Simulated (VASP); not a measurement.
RbH2: relaxation of cell and atoms with PBE

The system is RbH2.

```
Rb H
1.0
     2.47696   -2.49014    0.00000
     2.47696    2.49014    0.00000
     0.00000    0.00000    5.30004
Rb H
2 4
Direct
  0.00000 0.50000 0.00000
  0.50000 0.00000 0.50000
  0.78452 0.78452 0.75000
  0.21548 0.21548 0.75000
  0.21548 0.21548 0.25000
  0.78452 0.78452 0.25000
```

The cell was built from a structure type or drawn by symmetry, and may not be a known phase.

| Property | Result |
| --- | --- |
| Program | VASP 6.6.1 |
| Task | relaxation of cell and atoms |
| Functional | PBE |
| Potentials or basis | VASP PAW PBE potentials, release 64 (Rb_sv, H) |
| Cutoff | 600 eV |
| k mesh | 6 × 6 × 4 |
| Occupations | gaussian, width 0.1 eV |
| Spin | no spin polarisation |
| Dipole correction | no |
| Further INCAR settings | ALGO = Normal; EDIFF = 1e-06; IBRION = 2; EDIFFG = -0.04; NSW = 90; ISIF = 3 |

```json
{"Relaxed volume": "27.37 Å³/atom", "Relaxed cell": "a = 5.606 Å, b = 5.606 Å, c = 5.254 Å, α = 90.00°, β = 90.00°, γ = 95.87°", "Space group after relaxing (to 0.1 Å)": "Cccm (No. 66)", "Energy gained by relaxing": "1837.3 meV/atom", "Ionic steps": "65", "Pressure after relaxing": "0.2 GPa", "Largest force after relaxing": "0.038 eV/Å", "Band gap on the k mesh": "zero (bands 11 and 12 overlap by 1.20 eV)"}
```

Forces in eV/Å, atoms in the order of the input:
```
Rb   0.000  0.000  0.000
Rb   0.000  0.000  0.000
H    0.038  0.000  0.000
H   -0.038  0.000  0.000
H   -0.038  0.000  0.000
H    0.038  0.000  0.000
```

Stress tensor (GPa, compression positive):
```
0.11 0.00 0.00
0.00 0.21 0.00
0.00 0.00 0.23
```

Step by step:
```
step  energy change (eV)  largest force (eV/Å)  pressure (GPa)  volume (Å³)
   1              0.0000                0.4560           45.10        65.38
   3             -7.6857                0.4764            2.61       118.10
   5             -8.1701                0.3763           -1.78       152.44
   7             -8.4447                0.4188           -1.74       144.14
   9             -9.0487                0.2942            3.56        95.71
  11             -9.6596                0.4234           -1.46       109.02
  13             -9.8454                0.3845            0.65        99.86
  15             -9.9969                0.0481            3.06        98.23
  17            -10.0957                0.4007            3.48       103.01
  19             -9.4579                8.9918            5.23       144.45
  21            -10.2110                2.8769            4.41       123.98
  23            -10.3035                2.8331            3.92       128.59
  25            -10.5390                3.0914            2.42       150.22
  27            -10.8206                1.6609            0.20       195.53
  29            -10.8830                0.2231           -0.53       205.47
  31            -10.8874                0.2830           -0.48       203.58
  33            -10.9170                0.2953           -0.24       191.26
  35            -10.9252                0.4032           -0.18       174.41
  37            -10.9329                0.0399            0.01       174.98
  39            -10.9487                0.0179            0.05       174.76
  41            -10.9843                0.1887            0.27       172.39
  43            -10.4816                3.0779            3.68       139.10
  45            -10.9292                1.5666            1.13       164.61
  47            -10.9312                1.5511            1.12       164.61
  49            -10.9388                1.4907            1.08       164.60
  51            -10.9650                1.2637            0.95       164.27
  53            -10.9547                0.5622            0.87       158.53
  55            -10.9834                0.7804            0.83       160.87
  57            -11.0040                0.5742            0.67       161.32
  59            -11.0143                0.2426            0.50       161.39
  61            -11.0160                0.1418            0.45       161.53
  63            -11.0202                0.1269            0.24       162.33
  65            -11.0240                0.0379            0.19       164.22
```

Final structure:
```
Rb H
1.0
     3.75569   -4.16142    0.00000
     3.75569    4.16142    0.00000
     0.00000    0.00000    5.25380
Rb H
2 4
Direct
  0.00000 0.50000 0.00000
  0.50000 0.00000 0.50000
  0.94786 0.94786 0.75000
  0.05214 0.05214 0.75000
  0.05214 0.05214 0.25000
  0.94786 0.94786 0.25000
```

Levels at points of the mesh, in eV from the Fermi level:
| k point | band 7 | band 8 | band 9 | band 10 | band 11 | band 12 | band 13 | band 14 | band 15 |
| --- | --- | --- | --- | --- | --- | --- | --- | --- | --- |
| (0.00, 0.00, 0.00) | -13.04 | -13.03 | -9.82 | -8.16 | -1.23 | 0.67 | 0.98 | 2.23 | 2.83 |
| (0.50, 0.00, 0.00) | -13.07 | -13.06 | -9.56 | -8.24 | -1.26 | 0.71 | 1.41 | 1.90 | 2.53 |
| (0.50, 0.50, 0.00) | -13.08 | -13.00 | -9.31 | -8.31 | -1.01 | -0.53 | 0.67 | 2.68 | 2.96 |
| (0.00, 0.00, 0.50) | -13.05 | -13.05 | -9.06 | -9.06 | 0.21 | 0.21 | 1.14 | 1.14 | 2.58 |
| (0.50, 0.00, 0.50) | -13.05 | -13.02 | -9.15 | -8.82 | -0.25 | 0.32 | 1.12 | 2.12 | 2.16 |
| (0.50, 0.50, 0.50) | -13.07 | -13.07 | -8.89 | -8.89 | 0.41 | 0.41 | 1.20 | 1.56 | 1.56 |

Run time: 31 min on 1 thread of Oxide Virtual Turin-like Processor, on a shared host, peak memory 0.17 GiB.

Caveat: the volume moved by over 15 % at a fixed basis, so the end points are rough.
